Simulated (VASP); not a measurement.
Wanted: the native input for a VASP 6.6.1 run.

- Task: relaxation of cell and atoms
- Functional: PBE
- Potentials or basis: VASP PAW PBE potentials, release 64 (Ti_sv, C)
- Cutoff: 600 eV
- k mesh: 7 × 7 × 3
- Occupations: gaussian, width 0.2 eV
- Spin: no spin polarisation
- Dipole correction: no
- Further INCAR settings: ALGO = Normal; EDIFF = 1e-06; IBRION = 2; EDIFFG = -0.08; NSW = 36; ISIF = 3

The structure of Ti3C lies in POSCAR:

```
Ti3C
1.0
    3.0000000000      0.0000000000      0.0000000000
   -1.5000000000      2.5980762100      0.0000000000
    0.0000000000      0.0000000000      6.8000000000
Ti C
3 1
Direct
    0.3333333300      0.6666666700      0.1750000000
    0.6666666700      0.3333333300      0.8250000000
    0.0000000000      0.0000000000      0.5000000000
    0.0000000000      0.0000000000      0.0000000000
```

These files were run (other wordings do the same):

INCAR

```
SYSTEM = Ti3C
  PREC = Accurate
  ENCUT = 600
  EDIFF = 1E-6
  ISMEAR = 0
  SIGMA = 0.2
  LREAL = .FALSE.
  LASPH = .TRUE.
  NELM = 100
  ALGO = Normal
  ISIF = 3
  LWAVE = .FALSE.
  LCHARG = .FALSE.
  GGA = PE
  IBRION = 2
  NSW = 36
  EDIFFG = -0.08
```

KPOINTS

```
regular mesh
0
G
  7 7 3
  0 0 0
```

Potentials or basis: VASP PAW PBE potentials, release 64 (Ti_sv, C).

Run with:

```console
$ cat potpaw_PBE.64/Ti_sv/POTCAR potpaw_PBE.64/C/POTCAR > POTCAR
$ mpirun -np 1 vasp_std > vasp.out
```

Results of the run:

| Quantity | Value |
| --- | --- |
| Relaxed volume | 14.43 Å³/atom |
| Relaxed cell | a = 3.048 Å, b = 3.048 Å, c = 7.175 Å, α = 90.00°, β = 90.00°, γ = 120.00° |
| Space group after relaxing (to 0.1 Å) | P-3m1 (No. 164) |
| Energy gained by relaxing | 52.7 meV/atom |
| Ionic steps | 6 |
| Pressure after relaxing | -0.4 GPa |
| Band gap on the k mesh | zero (bands 20 and 21 overlap by 0.91 eV) |

It took 110 s on 1 thread of Intel(R) Xeon(R) 6975P-C (Granite Rapids), on a shared host, peak memory 0.19 GiB.
